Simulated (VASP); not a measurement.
TeMo3, 4 atoms in the cell. Symmetry: Pm-3m, No. 221, cubic system. Conventional cell: a = 4.084 Å, b = 4.084 Å, c = 4.084 Å, α = 90.00°, β = 90.00°, γ = 90.00°. Te (site symmetry m-3m) has 12 Mo at 2.89 Å within 3.8 Å. Within 3.8 Å of Mo (site symmetry 4/mmm) lie 4 Te at 2.89 Å and 8 Mo at 2.89 Å. 

* Program: VASP 6.6.1
* Task: relaxation of cell and atoms
* Functional: PBE
* Potentials or basis: VASP PAW PBE potentials, release 64 (Te, Mo_sv)
* Cutoff: 500 eV
* k mesh: 12 × 12 × 12
* Occupations: gaussian, width 0.1 eV
* Spin: no spin polarisation
* Dipole correction: no
* Further INCAR settings: ALGO = Normal; EDIFF = 1e-07; IBRION = 2; EDIFFG = -0.01; NSW = 100; ISIF = 3

Potentials or basis: VASP PAW PBE potentials, release 64 (Te, Mo_sv).

Command:

```sh
$ cat potpaw_PBE.64/Te/POTCAR potpaw_PBE.64/Mo_sv/POTCAR > POTCAR
$ mpirun -np 1 vasp_std > vasp.out
```

Hardware: 1 thread of AMD EPYC 7R13, on a shared host.

Question: How long does it take, and how much memory?

Answer: Run time: 6.6 min on 1 thread of AMD EPYC 7R13, on a shared host, peak memory 0.24 GiB. Counts: scf iterations 30, k points 84, ion steps 3.
